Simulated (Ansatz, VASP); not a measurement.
## Two plane-wave programs on LuTl2S4Br

INCAR

```
SYSTEM = LuTl2S4Br
PREC = Accurate
ENCUT = 520
EDIFF = 1E-7
ISMEAR = -1
SIGMA = 0.0506
LREAL = .False.
LASPH = .True.
NELM = 80
ALGO = Normal
ISIF = 2
LWAVE = .False.
LCHARG = .False.
GGA = PE
ISYM = 0
NBANDS = 51
```

The input KPOINTS:

```
Automatic mesh
0
Gamma
  4 4 2
  0 0 0
```

POSCAR

```
LuTl2S4Br
1.0
    4.2496680000      0.0000000000      0.0000000000
    0.0000000000      4.2496680000      0.0000000000
    0.0000000000      0.0000000000     10.0908590000
Lu Tl S Br
1 2 4 1
Direct
    0.0000000000      0.0000000000      0.0000000000
    0.5000000000      0.5000000000      0.7293000000
    0.5000000000      0.5000000000      0.2707000000
    0.5000000000      0.0000000000      0.8540000000
    0.0000000000      0.5000000000      0.8540000000
    0.5000000000      0.0000000000      0.1460000000
    0.0000000000      0.5000000000      0.1460000000
    0.0000000000      0.0000000000      0.5000000000
```

Input for Ansatz:

```yaml
crystal:
  lattice:
    - [4.249668, 0.0, 0.0]
    - [0.0, 4.249668, 0.0]
    - [0.0, 0.0, 10.090859]
  atoms:
    - { symbol: Lu, position: [0.0, 0.0, 0.0] }
    - { symbol: Tl, position: [0.5, 0.5, 0.7293] }
    - { symbol: Tl, position: [0.5, 0.5, 0.2707] }
    - { symbol: S, position: [0.5, 0.0, 0.854] }
    - { symbol: S, position: [0.0, 0.5, 0.854] }
    - { symbol: S, position: [0.5, 0.0, 0.146] }
    - { symbol: S, position: [0.0, 0.5, 0.146] }
    - { symbol: Br, position: [0.0, 0.0, 0.5] }
  symmetry: { detect: false }
kpoints:
  mp_grid: { grid: [4, 4, 2], shift: [0, 0, 0] }
magnetization:
  spin_polarized: false
scf:
  occupations: { method: fermi_dirac, width: 0.0506 }
  initial_density: { chi_scale: 0.3 }
hamiltonian:
  pseudopotentials: { kind: paw }
  xc: pbe
basis:
  ecutwfc: 420
output:
  forces: true
  stress: true
  eigenvalues: true
```

Alike in both runs: task single point; functional PBE; k mesh 4 × 4 × 2; occupations fermi-dirac, width 0.0506 eV; no spin polarisation.

|  | VASP | Ansatz |
| --- | --- | --- |
| version | VASP 6.6.1 | Ansatz 0.2.0 |
| potentials or method | VASP PAW PBE potentials, release 64 (Lu, Tl_d, S, Br), cutoff 520 eV | PAW plane waves |
| valence electrons in the cell | 82 | 82 |

|  | VASP | Ansatz | Ansatz less VASP |
| --- | --- | --- | --- |
| gap on the k mesh at the Fermi level (eV) | none | none | - |
| pressure (GPa) | 19.6 | 19.6 | -0.06 |
| traceless stress, the component that is largest in VASP (GPa) | -6.66 | -6.69 | -0.023 |
| rms of the force components (eV/Å) | 1.056 | 1.061 | +0.0041 |

Atom by atom the forces differ by 0.014 eV/Å (rms over components). A gap of «none» marks a metal or a gap that the smearing closes. With one functional, cell and mesh, what is left measures potentials, basis and numerics.

The k mesh is coarse, so the values compare programs but aren't converged. Spin-orbit coupling is off throughout.
